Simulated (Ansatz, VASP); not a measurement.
## Fe: VASP beside Ansatz

```xyz
1
Lattice="-1.4390 1.4390 1.4390 1.4390 -1.4390 1.4390 1.4390 1.4390 -1.4390" Properties=species:S:1:pos:R:3 pbc="T T T"
Fe    0.0000    0.0000    0.0000
```

Alike in both runs: task relaxation of cell and atoms; functional PBE; k mesh 20 × 20 × 20; occupations gaussian, width 0.1 eV; collinear spin.

|  | VASP | Ansatz |
| --- | --- | --- |
| version | VASP 6.6.1 | Ansatz 0.2.0 |
| potentials or method | VASP PAW PBE potentials, release 64 (Fe), cutoff 600 eV | scalar-relativistic, plane waves, PAW |
| valence electrons in the cell | 8 | 16 |

|  | VASP | Ansatz | Ansatz less VASP |
| --- | --- | --- | --- |
| gap on the k mesh at the Fermi level, each at its own relaxed structure (eV) | none | none | - |
| net moment per atom (μB) | 2.20 | 2.17 | -0.028 |
| size of the moment on the site where the two differ most (μB) | 2.19 | 2.22 | +0.021 |
| relaxed volume (Å³/atom) | 11.36 | 11.35 | -0.008 |
| relaxed length of the cell vector where the two differ most in proportion (Å) | 2.453 | 2.452 | -0.0006 |

Site moments also hang on the region over which each program counts them. A gap of «none» marks a metal or a gap that the smearing closes. VASP's potentials hold 8 valence electrons a cell and Ansatz's 16, so a difference there can come from the potentials and not from the codes.
